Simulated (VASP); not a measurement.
# KF (Fm-3m) in VASP: notebook

KF is run at these levels: r2SCAN+rVV10, PBE+D3(BJ), LDA; tasks: single point, relaxation of cell and atoms.

All numbers are computed with VASP 6.6.1; they aren't measurements. Logs are shortened: lines on timing, memory, paths and dates and some standing lists are left out, and cuts for length are marked.

## Step 1: The cell of the first run

Symmetry: Fm-3m, No. 225, cubic system. Conventional cell: a = 5.280 Å, b = 5.280 Å, c = 5.280 Å, α = 90.00°, β = 90.00°, γ = 90.00°. K (site symmetry m-3m) has 6 F at 2.64 Å within 3.5 Å. Within 3.5 Å of F (site symmetry m-3m) lie 6 K at 2.64 Å.

## Step 2: Single point, r2SCAN+rVV10

File POSCAR:

```
KF
1.0
    0.0000000000      2.6402223412      2.6402223412
    2.6402223412      0.0000000000      2.6402223412
    2.6402223412      2.6402223412      0.0000000000
K F
1 1
Direct
    0.0000000000      0.0000000000      0.0000000000
    0.5000000000      0.5000000000      0.5000000000
```

File INCAR.step1:

```
  PREC = Accurate
  ENCUT = 660
  ISMEAR = 0
  SIGMA = 0.01
  LREAL = F
  LASPH = T
  NELM = 120
  NBANDS = 15
  GGA = PE
  ALGO = Normal
  EDIFF = 1E-5
  LWAVE = T
  LCHARG = F
  GGA_COMPAT = F
```

File INCAR.step2:

```
  PREC = Accurate
  ENCUT = 660
  EDIFF = 1E-6
  ISMEAR = 0
  SIGMA = 0.01
  LREAL = F
  LASPH = T
  NELM = 120
  ALGO = Normal
  ISIF = 2
  LWAVE = F
  LCHARG = F
  METAGGA = R2SCAN
  LMIXTAU = T
  LUSE_VDW = T
  IVDW_NL = 2
  BPARAM = 11.95
  CPARAM = 0.0093
  NBANDS = 15
  ISTART = 1
  GGA_COMPAT = F
```

File KPOINTS:

```
Automatic mesh
0
Gamma
  8 8 8
```

Potentials or basis: VASP PAW PBE potentials, release 64 (K_sv, F).

The run is started by

```
cat potpaw_PBE.64/K_sv/POTCAR potpaw_PBE.64/F/POTCAR > POTCAR
cp INCAR.step1 INCAR
mpirun -np 1 vasp_std > vasp.out
cp INCAR.step2 INCAR
mpirun -np 1 vasp_std > vasp.out
```

OUTCAR:

```text
PREC = Accurate
   ENCUT = 660
   EDIFF = 1E-6
   ISMEAR = 0
   LREAL = F
   LASPH = T
   NELM = 120
   ISIF = 2
   METAGGA = R2SCAN
   IVDW_NL = 2
   BPARAM = 11.95
   ISTART = 1

 ion  position               nearest neighbor table
   1  0.000  0.000  0.000-   2 2.64   2 2.64   2 2.64   2 2.64   2 2.64   2 2.64
   2  0.500  0.500  0.500-   1 2.64   1 2.64   1 2.64   1 2.64   1 2.64   1 2.64

  LATTYP: Found a face centered cubic cell.
 ALAT       =     5.2804446824

  Lattice vectors:

 A1 = (   0.0000000000,   2.6402223412,   2.6402223412)
 A2 = (   2.6402223412,   0.0000000000,   2.6402223412)
 A3 = (   2.6402223412,   2.6402223412,   0.0000000000)

Analysis of symmetry for initial positions (statically):
=====================================================================
 Subroutine PRICEL returns:
 Original cell was already a primitive cell.

 Routine SETGRP: Setting up the symmetry group for a
 face centered cubic supercell.

 Subroutine GETGRP returns: Found 48 space group operations
 (whereof 48 operations were pure point group operations)
 out of a pool of 48 trial point group operations.

The static configuration has the point symmetry O_h .

Analysis of symmetry for dynamics (positions and initial velocities):
=====================================================================
 Subroutine PRICEL returns:
 Original cell was already a primitive cell.

 Routine SETGRP: Setting up the symmetry group for a
 face centered cubic supercell.

 Subroutine GETGRP returns: Found 48 space group operations
 (whereof 48 operations were pure point group operations)
 out of a pool of 48 trial point group operations.

The dynamic configuration has the point symmetry O_h .

 Subroutine INISYM returns: Found 48 space group operations
 (whereof 48 operations are pure point group operations),
 and found     1 'primitive' translations

----------------------------------------------------------------------------------------

                                     Primitive cell

  volume of cell :      36.8088

  direct lattice vectors                    reciprocal lattice vectors
     0.000000000  2.640222341  2.640222341    -0.189377990  0.189377990  0.189377990
     2.640222341  0.000000000  2.640222341     0.189377990 -0.189377990  0.189377990
     2.640222341  2.640222341  0.000000000     0.189377990  0.189377990 -0.189377990

  length of vectors
     3.733838243  3.733838243  3.733838243     0.328012300  0.328012300  0.328012300

  position of ions in fractional coordinates (direct lattice)
     0.000000000  0.000000000  0.000000000
     0.500000000  0.500000000  0.500000000

  ion indices of the primitive-cell ions
   primitive index   ion index
                 1           1
                 2           2

----------------------------------------------------------------------------------------

 KPOINTS: Automatic mesh

Automatic generation of k-mesh.
 Grid dimensions read from file:
 generate k-points for:    8    8    8

 Generating k-lattice:

  Cartesian coordinates                     Fractional coordinates (reciprocal lattice)
    -0.023672249  0.023672249  0.023672249     0.125000000  0.000000000  0.000000000
     0.023672249 -0.023672249  0.023672249     0.000000000  0.125000000  0.000000000
     0.023672249  0.023672249 -0.023672249     0.000000000  0.000000000  0.125000000

  Length of vectors
     0.041001538  0.041001538  0.041001538

  Shift w.r.t. Gamma in fractional coordinates (k-lattice)
     0.000000000  0.000000000  0.000000000

 Subroutine IBZKPT returns following result:
 ===========================================

 Found     29 irreducible k-points:

 Following reciprocal coordinates:
            Coordinates               Weight
  0.000000  0.000000  0.000000      1.000000
  0.125000  0.000000  0.000000      8.000000
  0.250000  0.000000  0.000000      8.000000
  0.375000  0.000000  0.000000      8.000000
  0.500000  0.000000  0.000000      4.000000
  0.125000  0.125000  0.000000      6.000000
[... 16 lines left out ...]
  0.500000  0.250000  0.125000     48.000000
 -0.375000  0.250000  0.125000     24.000000
 [... further k-points ...]
   k-points           NKPTS =     29   k-points in BZ     NKDIM =     29   number of bands    NBANDS=     15
   number of dos      NEDOS =    301   number of ions     NIONS =      2
   total plane-waves  NPLWV =  32768
   dimension x,y,z NGX =    32 NGY =   32 NGZ =   32
   dimension x,y,z NGXF=    64 NGYF=   64 NGZF=   64
   ions per type =               1   1
   NGX,Y,Z   is equivalent  to a cutoff of  14.25, 14.25, 14.25 a.u.
   NGXF,Y,Z  is equivalent  to a cutoff of  28.50, 28.50, 28.50 a.u.
 SYSTEM =  unknown system
   PREC   = accura    normal or accurate (medium, high low for compatibility)
   ISTART =      1    job   : 0-new  1-cont  2-samecut
   ICHARG =      0    charge: 1-file 2-atom 10-const
   ISPIN  =      1    spin polarized calculation?
   LNONCOLLINEAR =      F non collinear calculations
[... 27 lines left out ...]
   BPARAM     =11.9500
   IVDW    =     0    specifies the selected vdW correction
   LEPSILON=     F    determine dielectric tensor
   LRPA    =     F    only Hartree local field effects (RPA)
 non-spin polarized calculation
 Gauss-broadening in eV      SIGMA  =   0.01
  energy-cutoff  :      660.00
  volume of cell :       36.81
 maximum number of plane-waves:      1428
   NGX = 15   NGY = 15   NGZ = 15

 number of electron      16.0000002 magnetization

 Free energy of the ion-electron system (eV)
  ---------------------------------------------------
  ext. energy  EPLUGINS =         0.00000000
  ---------------------------------------------------
  free energy    TOTEN  =       -14.44403687 eV

  energy without entropy =      -14.44403687  energy(sigma->0) =      -14.44403687

 E-fermi :  -3.2104     XC(G=0):  -9.1548

 val. band max:       -3.2730464500   @ k =   0.0000   0.0000   0.0000
 cond. band min:       3.6445407874   @ k =   0.0000   0.0000   0.0000
 fundamental gap:      6.9175872374
 Fermi energy:        -3.2104249840

 k-point     1 :       0.0000    0.0000    0.0000
  band No.  band energies     occupation
      1     -30.2628      2.00000
      2     -23.0786      2.00000
      3     -12.7219      2.00000
      4     -12.7219      2.00000
      5     -12.7219      2.00000
      6      -3.2730      2.00000
      7      -3.2730      2.00000
      8      -3.2730      2.00000
      9       3.6445      0.00000
     10       8.2489      0.00000
     11       8.2489      0.00000
     12       8.2489      0.00000
     13      10.1893      0.00000
     14      10.1893      0.00000
     15      13.9682      0.00000

 k-point     2 :       0.1250    0.0000    0.0000
  band No.  band energies     occupation
      1     -30.2464      2.00000
      2     -23.0939      2.00000
      3     -12.7666      2.00000
      4     -12.7276      2.00000
      5     -12.7275      2.00000
      6      -3.4152      2.00000
      7      -3.3290      2.00000
      8      -3.3290      2.00000
      9       4.0924      0.00000
     10       7.9314      0.00000
     11       8.4751      0.00000
     12       8.4751      0.00000
     13      10.3465      0.00000
     14      10.3465      0.00000
     15      14.8368      0.00000

 k-point     3 :       0.2500    0.0000    0.0000
  band No.  band energies     occupation
      1     -30.2064      2.00000
      2     -23.1312      2.00000
      3     -12.8733      2.00000
      4     -12.7409      2.00000
      5     -12.7409      2.00000
      6      -3.7191      2.00000
      7      -3.4608      2.00000
      8      -3.4608      2.00000
      9       5.1985      0.00000
     10       7.5179      0.00000
     11       9.0433      0.00000
     12       9.0433      0.00000
     13      10.8259      0.00000
     14      10.8259      0.00000
     15      16.2483      0.00000
[... 343 lines left out ...]
 k-point    23 :       0.5000    0.2500    0.1250
  band No.  band energies     occupation
      1     -30.1484      2.00000
      2     -23.1543      2.00000
      3     -13.0271      2.00000
      4     -12.9439      2.00000
      5     -12.7914      2.00000
      6      -3.8469      2.00000
      7      -3.5850      2.00000
      8      -3.4284      2.00000
      9       6.6590      0.00000
     10       7.0845      0.00000
     11       9.5340      0.00000
     12      10.3142      0.00000
     13      11.4110      0.00000
     14      12.4100      0.00000
     15      14.4070      0.00000

 k-point    24 :      -0.3750    0.2500    0.1250
  band No.  band energies     occupation
      1     -30.1355      2.00000
      2     -23.1613      2.00000
      3     -13.0765      2.00000
      4     -12.9623      2.00000
      5     -12.7995      2.00000
      6      -3.8535      2.00000
      7      -3.5601      2.00000
      8      -3.5302      2.00000
      9       6.7937      0.00000
     10       7.5211      0.00000
     11       9.5074      0.00000
     12      10.5053      0.00000
     13      11.9181      0.00000
     14      12.9660      0.00000
     15      13.4573      0.00000

 [... further k-points ...]

------------------------ aborting loop because EDIFF is reached ----------------------------------------

  FORCE on cell =-STRESS in cart. coord.  units (eV):
  Direction    XX          YY          ZZ          XY          YZ          ZX
  --------------------------------------------------------------------------------------
  -------------------------------------------------------------------------------------
  Total       -0.0073103     -0.0073103     -0.0073103     -0.0000000     -0.0000000     -0.0000000
  in kB       -0.3181964     -0.3181964     -0.3181964     -0.0000000     -0.0000000     -0.0000000
  external PRESSURE =      -0.3181964 kB  Pullay stress =       0.0000000 kB

 VOLUME and BASIS-vectors are now :
 -----------------------------------------------------------------------------
  energy-cutoff  :      660.00
  volume of cell :       36.81
      direct lattice vectors                 reciprocal lattice vectors
     0.000000000  2.640222341  2.640222341    -0.189377990  0.189377990  0.189377990
     2.640222341  0.000000000  2.640222341     0.189377990 -0.189377990  0.189377990
     2.640222341  2.640222341  0.000000000     0.189377990  0.189377990 -0.189377990

 POSITION                                       TOTAL-FORCE (eV/Angst)
 -----------------------------------------------------------------------------------
      0.00000      0.00000      0.00000         0.000000     -0.000000      0.000000
      2.64022      2.64022      2.64022         0.000000      0.000000     -0.000000
 -----------------------------------------------------------------------------------
    total drift:                                0.000000     -0.000000      0.000000

  FREE ENERGIE OF THE ION-ELECTRON SYSTEM (eV)
  ---------------------------------------------------
  free  energy   TOTEN  =       -14.4440368659 eV

  energy  without entropy=      -14.4440368659  energy(sigma->0) =      -14.44403687
```

It took 3.3 min on 1 thread of AMD EPYC 7R43 (Zen 3), shared host; peak memory 0.29 GiB.

What came out:

```yaml
Free_energy: -14.4440 eV
Pressure: 0.0 GPa
Band_gap_on_the_k_mesh: 6.92 eV
```

Levels at points of the mesh, in eV from the valence-band top:
```
           k point  band 5  band 6  band 7  band 8  band 9  band 10  band 11  band 12
(0.00, 0.00, 0.00)   -9.45    0.00    0.00    0.00    6.92    11.52    11.52    11.52
(0.50, 0.00, 0.00)   -9.49   -0.81   -0.37   -0.37    9.75    11.40    13.08    13.08
(0.50, 0.50, 0.00)   -9.68   -0.19   -0.05   -0.05    8.71    11.40    12.60    14.84
```

Caveat: the PAW data sets were made with another functional, which shifts forces and pressure a little. r2SCAN opens gaps a little over a GGA but as a rule still falls short of measured ones.

## Step 3: Relaxation of cell and atoms, PBE+D3(BJ)

This run uses another cell than the first one, of 19.07 Å³/atom.

File INCAR:

```
PREC = Accurate
ENCUT = 600
EDIFF = 1E-7
ISMEAR = 0
SIGMA = 0.01
LREAL = False
LASPH = True
NELM = 120
ALGO = Normal
ISIF = 3
LWAVE = False
LCHARG = False
GGA = PE
IVDW = 12
IBRION = 2
NSW = 80
EDIFFG = -0.05
GGA_COMPAT = False
NELMIN = 4
```

KPOINTS is that of step 2.

File POSCAR:

```
KF
1.0
    0.0000000000      2.6718500000      2.6718500000
    2.6718500000      0.0000000000      2.6718500000
    2.6718500000      2.6718500000      0.0000000000
K F
1 1
Direct
    0.0000000000      0.0000000000      0.0000000000
    0.5000000000      0.5000000000      0.5000000000
```

Potentials or basis: VASP PAW PBE potentials, release 64 (K_sv, F).

The run is started by

```
cat potpaw_PBE.64/K_sv/POTCAR potpaw_PBE.64/F/POTCAR > POTCAR
mpirun -np 1 vasp_std > vasp.out
```

Wall time 27 s (1 thread of AMD EPYC 7R43 (Zen 3), shared host); peak memory 0.15 GiB.

Results (log left out):

```
Free energy                : -8.6084 eV
Pressure after relaxing    : 0.1 GPa
Band gap on the k mesh     : 6.17 eV
Dispersion energy per atom : -0.158 eV
```

Final structure:
```cif
data_structure
_symmetry_space_group_name_H-M 'P 1'
_symmetry_Int_Tables_number 1
_cell_length_a 3.7786
_cell_length_b 3.7786
_cell_length_c 3.7786
_cell_angle_alpha 60.000
_cell_angle_beta 60.000
_cell_angle_gamma 60.000
_cell_volume 38.15
loop_
_atom_site_label
_atom_site_type_symbol
_atom_site_fract_x
_atom_site_fract_y
_atom_site_fract_z
_atom_site_occupancy
K1 K 0.00000 0.00000 0.00000 1
F1 F 0.50000 0.50000 0.50000 1
```

Levels at points of the mesh, in eV from the valence-band top:
```csv
k point,band 6,band 7,band 8,band 9,band 10,band 11
"(0.00, 0.00, 0.00)",0.00,0.00,0.00,6.17,10.68,10.68
"(0.50, 0.00, 0.00)",-0.79,-0.35,-0.35,9.07,10.61,12.07
"(0.50, 0.50, 0.00)",-0.21,-0.06,-0.06,8.20,10.30,11.81
```

Caveat: the relaxation stopped at its first step, so nothing moved. A hybrid or GW would open this gap; PBE tends to underestimate it.

## Step 4: Relaxation of cell and atoms, LDA

This run uses another cell than the first one, of 19.07 Å³/atom.

File INCAR:

```
PREC     = Accurate       # precision mode
ENCUT    = 600            # plane-wave cutoff, eV
EDIFF    = 1E-7           # SCF threshold, eV
ISMEAR   = 0              # smearing method
SIGMA    = 0.01           # smearing width, eV
LREAL    = F              # projectors in reciprocal space
LASPH    = T              # aspherical terms in the spheres
NELM     = 120            # most SCF steps
ALGO     = Normal         # electronic algorithm
ISIF     = 3              # what is computed and relaxed
LWAVE    = F              # write WAVECAR
LCHARG   = F              # write CHGCAR
GGA      = CA             # functional
IBRION   = 2              # ionic algorithm
NSW      = 80             # ionic steps
EDIFFG   = -0.05          # ionic threshold
GGA_COMPAT= F            
NELMIN   = 4
```

KPOINTS is that of step 3.

POSCAR is that of step 3.

Potentials or basis: VASP PAW LDA potentials, release 64 (K_sv, F).

The run is started by

```
cat potpaw_LDA.64/K_sv/POTCAR potpaw_LDA.64/F/POTCAR > POTCAR
mpirun -np 1 vasp_std > vasp.out
```

Run time: 57 s. Hardware: 1 thread of AMD EPYC 7R43 (Zen 3), shared host; peak memory 0.13 GiB.

It converged, with:

```yaml
Free_energy: -9.0796 eV
Relaxed_volume: 17.30 Å³/atom
Relaxed_cell: a = 3.657 Å, b = 3.657 Å, c = 3.657 Å, α = 60.00°, β = 60.00°, γ = 60.00°
Space_group_after_relaxing_to_0.1_Å: Fm-3m (No. 225)
Energy_gained_by_relaxing: 21.8 meV/atom
Ionic_steps: 3
Pressure_after_relaxing: -0.1 GPa
Band_gap_on_the_k_mesh: 6.32 eV
```

The path:
| step | energy change (eV) | largest force (eV/Å) | pressure (GPa) | volume (Å³) |
| --- | --- | --- | --- | --- |
| 1 | 0.0000 | 0.0000 | -3.44 | 38.15 |
| 2 | -0.0360 | 0.0000 | -1.64 | 35.93 |
| 3 | -0.0436 | 0.0000 | -0.12 | 34.59 |

Final structure:
```yaml
crystal:
  lattice:
    - [0.00000, 2.58611, 2.58611]
    - [2.58611, 0.00000, 2.58611]
    - [2.58611, 2.58611, 0.00000]
  atoms:
    - { symbol: K, position: [0.00000, 0.00000, 0.00000] }
    - { symbol: F, position: [0.50000, 0.50000, 0.50000] }
```

Levels at points of the mesh, in eV from the valence-band top:
| k point | band 6 | band 7 | band 8 | band 9 | band 10 | band 11 |
| --- | --- | --- | --- | --- | --- | --- |
| (0.00, 0.00, 0.00) | 0.00 | 0.00 | 0.00 | 6.32 | 10.77 | 10.77 |
| (0.50, 0.00, 0.00) | -0.97 | -0.46 | -0.46 | 9.18 | 10.95 | 12.43 |
| (0.50, 0.50, 0.00) | -0.14 | -0.03 | -0.03 | 7.95 | 10.68 | 12.19 |

A k mesh can miss the band edges. LDA usually gives volumes a few per cent too small.

## Step 5: Relaxation of cell and atoms, r2SCAN+rVV10

This run uses another cell than the first one, of 19.07 Å³/atom.

POSCAR is that of step 4.

File INCAR.step1:

```
PREC = Accurate ; ENCUT = 660
ISMEAR = 0 ; SIGMA = 0.01
LREAL = F ; LASPH = T
NELM = 120 ; GGA = PE
ALGO = Normal ; EDIFF = 1E-5
LWAVE = T ; LCHARG = F
GGA_COMPAT = F ; IBRION = 2
ISIF = 3 ; EDIFFG = -0.005
NELMIN = 4 ; NSW = 100
```

File INCAR.step2:

```
PREC = Accurate ; ENCUT = 660
EDIFF = 1E-7 ; ISMEAR = 0
SIGMA = 0.01 ; LREAL = F
LASPH = T ; NELM = 120
ALGO = Normal ; ISIF = 3
LWAVE = F ; LCHARG = F
METAGGA = R2SCAN ; LMIXTAU = T
LUSE_VDW = T ; IVDW_NL = 2
BPARAM = 11.95 ; CPARAM = 0.0093
IBRION = 2 ; NSW = 80
EDIFFG = -0.05 ; ISTART = 1
GGA_COMPAT = F ; NELMIN = 4
```

File KPOINTS:

```
regular mesh
0
Gamma
  8 8 8
```

Potentials or basis: VASP PAW PBE potentials, release 64 (K_sv, F).

The run is started by

```
cat potpaw_PBE.64/K_sv/POTCAR potpaw_PBE.64/F/POTCAR > POTCAR
cp INCAR.step1 INCAR
mpirun -np 1 vasp_std > vasp.out
cp INCAR.step2 INCAR
mpirun -np 1 vasp_std > vasp.out
```

Wall time 9.5 min (1 thread of AMD EPYC 7R43 (Zen 3), shared host); peak memory 0.29 GiB.

Results (log left out):

```yaml
Free_energy: -14.4463 eV
Relaxed_volume: 18.39 Å³/atom
Relaxed_cell: a = 3.733 Å, b = 3.733 Å, c = 3.733 Å, α = 60.00°, β = 60.00°, γ = 60.00°
Space_group_after_relaxing_to_0.1_Å: Fm-3m (No. 225)
Energy_gained_by_relaxing: 2.9 meV/atom
Ionic_steps: 3
Pressure_after_relaxing: 0.0 GPa
Band_gap_on_the_k_mesh: 6.92 eV
```

The path:
| step | energy change (eV) | largest force (eV/Å) | pressure (GPa) | volume (Å³) |
| --- | --- | --- | --- | --- |
| 1 | 0.0000 | 0.0000 | -1.31 | 38.15 |
| 2 | -0.0049 | 0.0000 | -0.53 | 37.30 |
| 3 | -0.0058 | 0.0000 | 0.00 | 36.78 |

Final structure:
```cif
data_structure
_symmetry_space_group_name_H-M 'P 1'
_symmetry_Int_Tables_number 1
_cell_length_a 3.7329
_cell_length_b 3.7329
_cell_length_c 3.7329
_cell_angle_alpha 60.000
_cell_angle_beta 60.000
_cell_angle_gamma 60.000
_cell_volume 36.78
loop_
_atom_site_label
_atom_site_type_symbol
_atom_site_fract_x
_atom_site_fract_y
_atom_site_fract_z
_atom_site_occupancy
K1 K 0.00000 0.00000 0.00000 1
F1 F 0.50000 0.50000 0.50000 1
```

Levels at points of the mesh, in eV from the valence-band top:
```tsv
k point	band 6	band 7	band 8	band 9	band 10	band 11
(0.00, 0.00, 0.00)	0.00	0.00	0.00	6.92	11.52	11.52
(0.50, 0.00, 0.00)	-0.81	-0.37	-0.37	9.75	11.41	13.09
(0.50, 0.50, 0.00)	-0.19	-0.04	-0.04	8.71	11.40	12.60
```

Caveat: the PAW data sets were made with another functional, which shifts forces and pressure a little. r2SCAN opens gaps a little over a GGA but as a rule still falls short of measured ones.

## Step 6: The runs side by side

```tsv
task	level	potentials or basis	cell	cutoff (eV)	gap on the mesh (eV)	pressure (GPa)	relaxed volume (Å³/atom)
single point	r2SCAN+rVV10	VASP PAW PBE potentials, release 64 (K_sv, F)	a = 3.734 Å, angles 60.0°, 2 atoms	660	6.92	0.0	-
relaxation of cell and atoms	PBE+D3(BJ)	VASP PAW PBE potentials, release 64 (K_sv, F)	relaxed from a = 3.779 Å, angles 60.0°, 2 atoms	600	6.17	0.1	-
relaxation of cell and atoms	LDA	VASP PAW LDA potentials, release 64 (K_sv, F)	relaxed from a = 3.779 Å, angles 60.0°, 2 atoms	600	6.32	-0.1	17.30
relaxation of cell and atoms	r2SCAN+rVV10	VASP PAW PBE potentials, release 64 (K_sv, F)	relaxed from a = 3.779 Å, angles 60.0°, 2 atoms	660	6.92	0.0	18.39
```

Alike in all rows: no spin polarisation; k mesh 8 × 8 × 8; smearing gaussian 0.01 eV.

Caveats: the PAW data sets were made with another functional, which shifts forces and pressure a little (at least some runs); the relaxation stopped at its first step, so nothing moved (at least some runs).

Absolute energies hang on the potentials; compare differences alone.
